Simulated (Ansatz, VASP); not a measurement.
## One calculation of Rh, two programs

```
CELL_PARAMETERS angstrom
0.00000 1.90155 1.90155
1.90155 0.00000 1.90155
1.90155 1.90155 0.00000
ATOMIC_POSITIONS crystal
Rh 0.00000 0.00000 0.00000
```

Alike in both runs: task single point; functional PBE; k mesh 5 × 5 × 5; occupations fermi-dirac, width 0.08 eV; no spin polarisation.

|  | VASP | Ansatz |
| --- | --- | --- |
| version | VASP 6.6.1 | Ansatz 0.2.0 |
| potentials or method | VASP PAW PBE potentials, release 64 (Rh_pv), cutoff 520 eV | all-electron LAPW, scalar-relativistic |

VASP gave:

* pressure (GPa): 9.0

Question: Estimate Ansatz's values.

Answer: Pressure (GPa): 8.8.

Ansatz ran all-electron here, and VASP with PAW potentials.

The k mesh is coarse, so the values compare programs but aren't converged.
